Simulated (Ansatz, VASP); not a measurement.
## TiAl in VASP and in Ansatz

Contents of INCAR:

```
ALGO     = Fast           # electronic algorithm
EDIFF    = 1E-6           # SCF threshold, eV
ENCUT    = 520            # plane-wave cutoff, eV
GGA      = PS             # functional
ISIF     = 2              # what is computed and relaxed
ISMEAR   = 0              # smearing method
LASPH    = T              # aspherical terms in the spheres
LCHARG   = F              # write CHGCAR
LREAL    = F              # projectors in reciprocal space
LWAVE    = F              # write WAVECAR
NBANDS   = 14             # bands
NELM     = 100            # most SCF steps
PREC     = Accurate       # precision mode
SIGMA    = 0.15           # smearing width, eV
```

File KPOINTS:

```
k-points
0
Gamma
  20 20 20
```

File POSCAR:

```
TiAl
1.0
    3.0617798551      0.0000000000      0.0000000000
    0.0000000000      3.0617798551      0.0000000000
    0.0000000000      0.0000000000      3.2038211886
Ti Al
1 1
Direct
    0.0000000000      0.0000000000      0.0000000000
    0.5000000000      0.5000000000      0.5000000000
```

Input for Ansatz:

```yaml
crystal:
  lattice:
    - [3.0617798551, 0.0, 0.0]
    - [0.0, 3.0617798551, 0.0]
    - [0.0, 0.0, 3.2038211886]
  atoms:
    - { symbol: Ti, position: [0.0, 0.0, 0.0] }
    - { symbol: Al, position: [0.5, 0.5, 0.5] }
basis:
  ecutwfc: 420
kpoints:
  mp_grid: { grid: [20, 20, 20] }
hamiltonian:
  xc: pbesol
scf:
  occupations: { method: gaussian, width: 0.15 }
output:
  forces: true
  stress: true
  eigenvalues: true
  write_density: true
  write_potential: true
  elf: true
  volumetric_format: npy
```

Change from the starting cell: strain -0.030 along x and y, +0.015 along z, atoms carried along.

Alike in both runs: task single point; functional PBEsol; k mesh 20 × 20 × 20; occupations gaussian, width 0.15 eV; no spin polarisation.

```csv
,VASP,Ansatz
version,VASP 6.6.1,Ansatz 0.2.0
potentials or method,"VASP PAW PBE potentials, release 64 (Ti_sv, Al), cutoff 520 eV","scalar-relativistic, plane waves, PAW"
valence electrons in the cell,15,15
```

|  | VASP | Ansatz | Ansatz less VASP |
| --- | --- | --- | --- |
| gap on the k mesh at the Fermi level (eV) | none | none | - |
| pressure (GPa) | 6.1 | 6.0 | -0.05 |
| traceless stress, the component that is largest in VASP (GPa) | 2.39 | 2.39 | +0.002 |

VASP's potentials were made for PBE, not for PBEsol. A gap of «none» marks a metal or a gap that the smearing closes. With one functional, cell and mesh, what is left measures potentials, basis and numerics.
